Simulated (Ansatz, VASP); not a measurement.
# One calculation of BeS, two programs

File POSCAR:

```
BeS
1.0
    0.0000000000      2.4343062304      2.4343062304
    2.4343062304      0.0000000000      2.4343062304
    2.4343062304      2.4343062304      0.0000000000
Be S
1 1
Direct
    0.0000000000      0.0000000000      0.0000000000
    0.2500000000      0.2500000000      0.2500000000
```

Contents of INCAR.step1:

```
  ALGO = Normal
  EDIFF = 1E-4
  ENCUT = 520
  GGA = PE
  ISMEAR = 0
  LASPH = T
  LCHARG = F
  LREAL = F
  LWAVE = T
  NBANDS = 11
  NELM = 80
  PREC = Accurate
  SIGMA = 0.01
```

INCAR.step2

```
  ALGO = Normal
  EDIFF = 1E-7
  ENCUT = 520
  ISIF = 2
  ISMEAR = 0
  ISTART = 1
  LASPH = T
  LCHARG = F
  LMIXTAU = T
  LREAL = F
  LWAVE = F
  METAGGA = R2SCAN
  NBANDS = 11
  NELM = 80
  PREC = Accurate
  SIGMA = 0.01
```

The input KPOINTS:

```
k-points
0
Gamma
  4 4 4
```

Input for Ansatz:

```yaml
crystal:
  lattice:
    - [0.0, 2.4343062304, 2.4343062304]
    - [2.4343062304, 0.0, 2.4343062304]
    - [2.4343062304, 2.4343062304, 0.0]
  atoms:
    - { symbol: Be, position: [0.0, 0.0, 0.0] }
    - { symbol: S, position: [0.25, 0.25, 0.25] }
kpoints:
  mp_grid: { grid: [4, 4, 4] }
hamiltonian:
  xc: r2scan
scf:
  occupations: { method: fixed }
  n_extra_bands: 4
output:
  forces: true
  stress: true
  eigenvalues: true
```

Alike in both runs: task single point; functional r2SCAN; k mesh 4 × 4 × 4; no spin polarisation.

|  | VASP | Ansatz |
| --- | --- | --- |
| version | VASP 6.6.1 | Ansatz 0.2.0 |
| potentials or method | VASP PAW PBE potentials, release 64 (Be, S) | plane waves |
| plane-wave cutoff (eV) | 520 | 500 |
| occupations | gaussian, width 0.01 eV | fixed |
| valence electrons in the cell | 8 | 8 |

```csv
,VASP,Ansatz,Ansatz less VASP
gap on the k mesh at the Fermi level (eV),3.59,3.58,-0.009
pressure (GPa),0.8,0.5,-0.27
```

VASP's potentials were made for PBE, not for r2SCAN.

The k mesh is coarse, so the values compare programs but aren't converged.
